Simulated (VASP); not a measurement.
# Sm4TaI (P4/mmm) in VASP: relaxation of cell and atoms with PBE

Aim: the relaxation of cell and atoms of Sm4TaI with PBE.

Everything below comes from runs of VASP 6.6.1. Logs are shortened: lines on timing, memory, paths and dates and some standing lists are left out, and cuts for length are marked.

**1. The cell of the first run**

The structure is tetragonal, space group P4/mmm (No. 123). Conventional cell: a = 5.188 Å, b = 5.188 Å, c = 7.446 Å, α = 90.00°, β = 90.00°, γ = 90.00°. Sm (site symmetry 2mm) has 2 Ta at 3.08 Å and 2 I at 3.31 Å and 6 Sm at 3.33 to 4.12 Å within 4.2 Å. Ta (site symmetry 4/mmm) has 8 Sm at 3.08 Å within 4.1 Å. Within 4.4 Å of I (site symmetry 4/mmm) lie 8 Sm at 3.31 Å.

The cell was generated, and may not be a known phase.

**2. Relaxation of cell and atoms, PBE**

INCAR

```
PREC     = Accurate       # precision mode
ENCUT    = 500            # plane-wave cutoff, eV
EDIFF    = 1E-7           # SCF threshold, eV
ISMEAR   = 0              # smearing method
SIGMA    = 0.1            # smearing width, eV
LREAL    = False          # projectors in reciprocal space
LASPH    = True           # aspherical terms in the spheres
NELM     = 200            # most SCF steps
ALGO     = Normal         # electronic algorithm
ISIF     = 3              # what is computed and relaxed
LWAVE    = False          # write WAVECAR
LCHARG   = False          # write CHGCAR
GGA      = PE             # functional
IBRION   = 2              # ionic algorithm
NSW      = 100            # ionic steps
EDIFFG   = -0.01          # ionic threshold
GGA_COMPAT= False        
NELMIN   = 4            
LMAXMIX  = 6              # l up to which the mixer works
```

KPOINTS

```
Automatic mesh
0
Gamma
  8 8 6
```

POSCAR

```
Sm4TaI
1.0
    5.1876981377      0.0000000000      0.0000000000
    0.0000000000      5.1876981377      0.0000000000
    0.0000000000      0.0000000000      7.4460687585
Sm Ta I
4 1 1
Direct
    0.5000000000      0.0000000000      0.7765828133
    0.0000000000      0.5000000000      0.2234171867
    0.5000000000      0.0000000000      0.2234171867
    0.0000000000      0.5000000000      0.7765828133
    0.0000000000      0.0000000000      0.0000000000
    0.5000000000      0.5000000000      0.5000000000
```

Potentials or basis: VASP PAW PBE potentials, release 64 (Sm_3, Ta_pv, I), 4f in core.

Started as:

```
cat potpaw_PBE.64/Sm_3/POTCAR potpaw_PBE.64/Ta_pv/POTCAR potpaw_PBE.64/I/POTCAR > POTCAR
mpirun -np 1 vasp_std > vasp.out
```

OUTCAR:

```text
PREC = Accurate
   ENCUT = 500
   EDIFF = 1E-7
   ISMEAR = 0
   LREAL = False
   LASPH = True
   NELM = 200
   ISIF = 3
   GGA = PE
   IBRION = 2
   NSW = 100
   EDIFFG = -0.01
   NELMIN = 4

 ion  position               nearest neighbor table
   1  0.500  0.000  0.777-   5 3.08   5 3.08   6 3.31   6 3.31   3 3.33   4 3.67   4 3.67   4 3.67
                             4 3.67
   2  0.000  0.500  0.223-   5 3.08   5 3.08   6 3.31   6 3.31   4 3.33   3 3.67   3 3.67   3 3.67
                             3 3.67
   3  0.500  0.000  0.223-   5 3.08   5 3.08   6 3.31   6 3.31   1 3.33   2 3.67   2 3.67   2 3.67
                             2 3.67
   4  0.000  0.500  0.777-   5 3.08   5 3.08   6 3.31   6 3.31   2 3.33   1 3.67   1 3.67   1 3.67
                             1 3.67
   5  0.000  0.000  0.000-   1 3.08   2 3.08   3 3.08   4 3.08   2 3.08   4 3.08   1 3.08   3 3.08

   6  0.500  0.500  0.500-   1 3.31   2 3.31   3 3.31   4 3.31   1 3.31   3 3.31   2 3.31   4 3.31

  LATTYP: Found a simple tetragonal cell.
 ALAT       =     5.1876981377
 C/A-ratio  =     1.4353319258

  Lattice vectors:

 A1 = (   5.1876981377,   0.0000000000,   0.0000000000)
 A2 = (   0.0000000000,   5.1876981377,   0.0000000000)
 A3 = (   0.0000000000,   0.0000000000,   7.4460687585)

Analysis of symmetry for initial positions (statically):
=====================================================================
 Subroutine PRICEL returns:
 Original cell was already a primitive cell.

 Routine SETGRP: Setting up the symmetry group for a
 simple tetragonal supercell.

 Subroutine GETGRP returns: Found 16 space group operations
 (whereof 16 operations were pure point group operations)
 out of a pool of 16 trial point group operations.

The static configuration has the point symmetry D_4h.

Analysis of symmetry for dynamics (positions and initial velocities):
=====================================================================
 Subroutine PRICEL returns:
 Original cell was already a primitive cell.

 Routine SETGRP: Setting up the symmetry group for a
 simple tetragonal supercell.

 Subroutine GETGRP returns: Found 16 space group operations
 (whereof 16 operations were pure point group operations)
 out of a pool of 16 trial point group operations.

The dynamic configuration has the point symmetry D_4h.

 Subroutine INISYM returns: Found 16 space group operations
 (whereof 16 operations are pure point group operations),
 and found     1 'primitive' translations

----------------------------------------------------------------------------------------

                                     Primitive cell

  volume of cell :     200.3902

  direct lattice vectors                    reciprocal lattice vectors
     5.187698138  0.000000000  0.000000000     0.192763722  0.000000000  0.000000000
     0.000000000  5.187698138  0.000000000     0.000000000  0.192763722  0.000000000
     0.000000000  0.000000000  7.446068759     0.000000000  0.000000000  0.134299055

  length of vectors
     5.187698138  5.187698138  7.446068759     0.192763722  0.192763722  0.134299055

  position of ions in fractional coordinates (direct lattice)
     0.500000000  0.000000000  0.776582813
     0.000000000  0.500000000  0.223417187
     0.500000000  0.000000000  0.223417187
     0.000000000  0.500000000  0.776582813
     0.000000000  0.000000000  0.000000000
     0.500000000  0.500000000  0.500000000

  ion indices of the primitive-cell ions
   primitive index   ion index
                 1           1
                 2           2
                 3           3
                 4           4
                 5           5
                 6           6

----------------------------------------------------------------------------------------

 KPOINTS: Automatic mesh

Automatic generation of k-mesh.
 Grid dimensions read from file:
 generate k-points for:    8    8    6

 Generating k-lattice:

  Cartesian coordinates                     Fractional coordinates (reciprocal lattice)
     0.024095465  0.000000000  0.000000000     0.125000000  0.000000000  0.000000000
     0.000000000  0.024095465  0.000000000     0.000000000  0.125000000  0.000000000
     0.000000000  0.000000000  0.022383176     0.000000000  0.000000000  0.166666667

  Length of vectors
     0.024095465  0.024095465  0.022383176

  Shift w.r.t. Gamma in fractional coordinates (k-lattice)
     0.000000000  0.000000000  0.000000000

 Subroutine IBZKPT returns following result:
 ===========================================

 Found     60 irreducible k-points:

 Following reciprocal coordinates:
            Coordinates               Weight
  0.000000  0.000000  0.000000      1.000000
  0.125000  0.000000  0.000000      4.000000
  0.250000  0.000000  0.000000      4.000000
  0.375000  0.000000  0.000000      4.000000
  0.500000  0.000000  0.000000      2.000000
  0.125000  0.125000  0.000000      4.000000
[... 16 lines left out ...]
  0.375000  0.125000  0.166667     16.000000
  0.500000  0.125000  0.166667      8.000000
 [... further k-points ...]
   k-points           NKPTS =     60   k-points in BZ     NKDIM =     60   number of bands    NBANDS=     37
   number of dos      NEDOS =    301   number of ions     NIONS =      6
   total plane-waves  NPLWV =  86400
   dimension x,y,z NGX =    40 NGY =   40 NGZ =   54
   dimension x,y,z NGXF=    80 NGYF=   80 NGZF=  108
   ions per type =               4   1   1
   NGX,Y,Z   is equivalent  to a cutoff of  12.82, 12.82, 12.06 a.u.
   NGXF,Y,Z  is equivalent  to a cutoff of  25.64, 25.64, 24.11 a.u.
 SYSTEM =  unknown system
   PREC   = accura    normal or accurate (medium, high low for compatibility)
   ISTART =      0    job   : 0-new  1-cont  2-samecut
   ICHARG =      2    charge: 1-file 2-atom 10-const
   ISPIN  =      1    spin polarized calculation?
   LNONCOLLINEAR =      F non collinear calculations
   LSORBIT =      F    spin-orbit coupling
   LASPH  =      T    aspherical Exc in radial PAW
   ENCUT  =  500.0 eV  36.75 Ry    6.06 a.u.   9.46  9.46 13.58*2*pi/ulx,y,z
   NELM   =    200;   NELMIN=  4; NELMDL= -5     # of ELM steps
   EDIFF  = 0.1E-06   stopping-criterion for ELM
   LREAL  =      F    real-space projection
   EDIFFG = -.1E-01   stopping-criterion for IOM
   NSW    =    100    number of steps for IOM
   IBRION =      2    ionic relax: 0-MD 1-quasi-New 2-CG
   NFREE  =      1    steps in history (QN), initial steepest desc. (CG)
   ISIF   =      3    stress and relaxation
   ISYM   =      2    0-nonsym 1-usesym 2-fastsym
   POTIM  = 0.5000    time-step for ionic-motion
   TEBEG  =    0.0;   TEEND  =   0.0 temperature during run
   PSTRESS=    0.0 pullay stress
   NELECT =      62.0000    total number of electrons
   NUPDOWN=      -1.0000    fix difference up-down
   EMIN   =  10.00;   EMAX   =-10.00  energy-range for DOS
   EFERMI =   0.00;   METHOD = LEGACY
   ISMEAR =     0;   SIGMA  =   0.10  broadening in eV -4-tet -1-fermi 0-gaus
   EFERMI_NEDOS =   21; number of points for ismear=-14 and -15
   IALGO  =     38    algorithm
   IMIX   =      4    mixing-type and parameters
     AMIX     =   0.40;   BMIX     =  1.00
     AMIX_MAG =   1.60;   BMIX_MAG =  1.00
  volume/ion in A,a.u.               =      33.40       225.38
  Fermi-wavevector in a.u.,A,eV,Ry     =   1.107252  2.092403 16.680846  1.226008
  Thomas-Fermi vector in A             =   2.243764
   LORBIT       =      0    0 simple, 1 ext, 2 COOP (PROOUT), +10 PAW based schemes
   GGA     = PE    functional components
   LHFCALC =     F    Hartree Fock is set to
   AEXX    =    0.0000 exact exchange contribution
   IVDW    =     0    specifies the selected vdW correction
   LEPSILON=     F    determine dielectric tensor
   LRPA    =     F    only Hartree local field effects (RPA)
 conjugate gradient relaxation of ions
 non-spin polarized calculation
 Gauss-broadening in eV      SIGMA  =   0.10
  energy-cutoff  :      500.00
  volume of cell :      200.39
 maximum number of plane-waves:      5123
 NGX is ok and might be reduce to    40
   NGX = 19   NGY = 19   NGZ = 27

--------------------------------------- Ionic step        1  -------------------------------------------

 number of electron      61.9999999 magnetization

 Free energy of the ion-electron system (eV)
  ---------------------------------------------------
  ext. energy  EPLUGINS =         0.00000000
  ---------------------------------------------------
  free energy    TOTEN  =       -30.67560946 eV

  energy without entropy =      -30.63269547  energy(sigma->0) =      -30.65415247

------------------------ aborting loop because EDIFF is reached ----------------------------------------

  FORCE on cell =-STRESS in cart. coord.  units (eV):
  Direction    XX          YY          ZZ          XY          YZ          ZX
  --------------------------------------------------------------------------------------
  -------------------------------------------------------------------------------------
  Total        0.1909155      0.1909155      0.3669002      0.0000000     -0.0000000      0.0000000
  in kB        1.5264247      1.5264247      2.9334731      0.0000000     -0.0000000      0.0000000
  external PRESSURE =       1.9954408 kB  Pullay stress =       0.0000000 kB
[... 145 lines left out ...]
  energy  without entropy=      -30.6338342336  energy(sigma->0) =      -30.65533997

--------------------------------------- Ionic step        5  -------------------------------------------

 number of electron      62.0000000 magnetization

 Free energy of the ion-electron system (eV)
  ---------------------------------------------------
  ext. energy  EPLUGINS =         0.00000000
  ---------------------------------------------------
  free energy    TOTEN  =       -30.67727745 eV

  energy without entropy =      -30.63422573  energy(sigma->0) =      -30.65575159

 E-fermi :   3.6036     XC(G=0):  -9.4911

 val. band max:        3.6008482191   @ k =   0.0000   0.0000   0.1667
 cond. band min:       3.6064782173   @ k =   0.5000   0.5000   0.5000
 fundamental gap:      0.0056299982
 Fermi energy:         3.6035702392

 k-point     1 :       0.0000    0.0000    0.0000
  band No.  band energies     occupation
      1     -37.5448      2.00000
      2     -37.5027      2.00000
      3     -37.4902      2.00000
      4     -37.4474      2.00000
      5     -30.2485      2.00000
      6     -30.0972      2.00000
[... 949 lines left out ...]
     36       4.9576      0.00000
     37       5.2123      0.00000

 [... further k-points ...]

------------------------ aborting loop because EDIFF is reached ----------------------------------------

  FORCE on cell =-STRESS in cart. coord.  units (eV):
  Direction    XX          YY          ZZ          XY          YZ          ZX
  --------------------------------------------------------------------------------------
  -------------------------------------------------------------------------------------
  Total       -0.0235347     -0.0235347      0.0114343      0.0000000     -0.0000000      0.0000000
  in kB       -0.1868498     -0.1868498      0.0907810      0.0000000     -0.0000000      0.0000000
  external PRESSURE =      -0.0943062 kB  Pullay stress =       0.0000000 kB
[... 21 lines left out ...]
  FREE ENERGIE OF THE ION-ELECTRON SYSTEM (eV)
  ---------------------------------------------------
  free  energy   TOTEN  =       -30.6772774501 eV

  energy  without entropy=      -30.6342257328  energy(sigma->0) =      -30.65575159

 reached required accuracy - stopping structural energy minimisation
```

Run time: 18 min. Hardware: 1 thread of Intel Xeon Platinum 8488C (Sapphire Rapids), shared host; peak memory 0.57 GiB.

What came out:

```yaml
Free_energy: -30.6773 eV
Relaxed_volume: 33.63 Å³/atom
Relaxed_cell: a = 5.189 Å, b = 5.189 Å, c = 7.493 Å, α = 90.00°, β = 90.00°, γ = 90.00°
Space_group_after_relaxing_to_0.1_Å: P4/mmm (No. 123)
Energy_gained_by_relaxing: 0.3 meV/atom
Ionic_steps: 5
Pressure_after_relaxing: 0.0 GPa
Largest_force_after_relaxing: 0.004 eV/Å
Band_gap_on_the_k_mesh: zero (bands 31 and 32 overlap by 0.57 eV)
```

Forces on the atoms (eV/Å):
```
Sm   0.000  0.000  0.004
Sm   0.000  0.000 -0.004
Sm   0.000  0.000 -0.004
Sm   0.000  0.000  0.004
Ta   0.000  0.000  0.000
I    0.000  0.000  0.000
```

The path:
```
step  energy change (eV)  largest force (eV/Å)  pressure (GPa)  volume (Å³)
   1              0.0000                0.0165            0.20       200.39
   2             -0.0009                0.0358           -0.04       201.60
   3             -0.0009                0.0350           -0.03       201.55
   4             -0.0012                0.0272           -0.03       201.62
   5             -0.0017                0.0038           -0.01       201.80
```

Final structure:
```
Sm Ta I
1.0
     5.18949    0.00000    0.00000
     0.00000    5.18949    0.00000
     0.00000    0.00000    7.49336
Sm Ta I
4 1 1
Direct
  0.50000 0.00000 0.77767
  0.00000 0.50000 0.22233
  0.50000 0.00000 0.22233
  0.00000 0.50000 0.77767
  0.00000 0.00000 0.00000
  0.50000 0.50000 0.50000
```

Caveat: spin-orbit coupling is left out, which moves the levels of the heavy elements; the 4f electrons are frozen in the core, so they carry no moment and show no levels; the run has no spin polarisation, though such a crystal can be magnetic.
